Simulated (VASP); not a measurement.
Here is a VASP 6.6.1 calculation.

Contents of INCAR:

```
SYSTEM = LiMgBN2
ALGO = Normal ; EDIFF = 1E-6
ENCUT = 520 ; GGA = PE
ISIF = 2 ; ISMEAR = -1
LASPH = .TRUE. ; LCHARG = .FALSE.
LREAL = .FALSE. ; LWAVE = .FALSE.
NBANDS = 17 ; NELM = 60
PREC = Accurate ; SIGMA = 0.05
```

The input KPOINTS:

```
k-points
0
G
  10 10 10
  0 0 0
```

Contents of POSCAR:

```
LiMgBN2
1.0
   -1.9096560000      1.9096560000      4.4435220000
    1.9096560000     -1.9096560000      4.4435220000
    1.9096560000      1.9096560000     -4.4435220000
Mg N B Li
1 2 1 1
Direct
    0.7496000000      0.2349170000      0.4888820000
    0.3501520000      0.3379670000     -0.0149040000
    0.6525080000      0.6550000000     -0.0017340000
    0.4988180000      0.5112720000      0.0084880000
    0.2530850000      0.7650530000      0.5143940000
```

Potentials or basis: VASP PAW PBE potentials, release 64 (Mg, N, B, Li_sv).

The run is started by

```bash
$ cat potpaw_PBE.64/Mg/POTCAR potpaw_PBE.64/N/POTCAR potpaw_PBE.64/B/POTCAR potpaw_PBE.64/Li_sv/POTCAR > POTCAR
$ mpirun -np 1 vasp_std > vasp.out
```

Task: What does it give for the band gap on the k mesh?

Result: 2.55 eV (least direct gap 3.47 eV).

Task: Predict the largest force.

Result: 1.417 eV/Å.

Forces in eV/Å, atoms in the order of the input:
```
Mg   0.658 -0.090  0.269
N    0.438  0.062 -0.625
N   -0.076  0.036 -0.933
B   -0.589  0.016  1.289
Li  -0.431 -0.024  0.001
```

Caveat: the cell differs from its parent crystal (atoms moved at random); forces of over 1 eV/Å act on the atoms, so gaps and moduli don't describe the material at rest. A k mesh can miss the band edges.
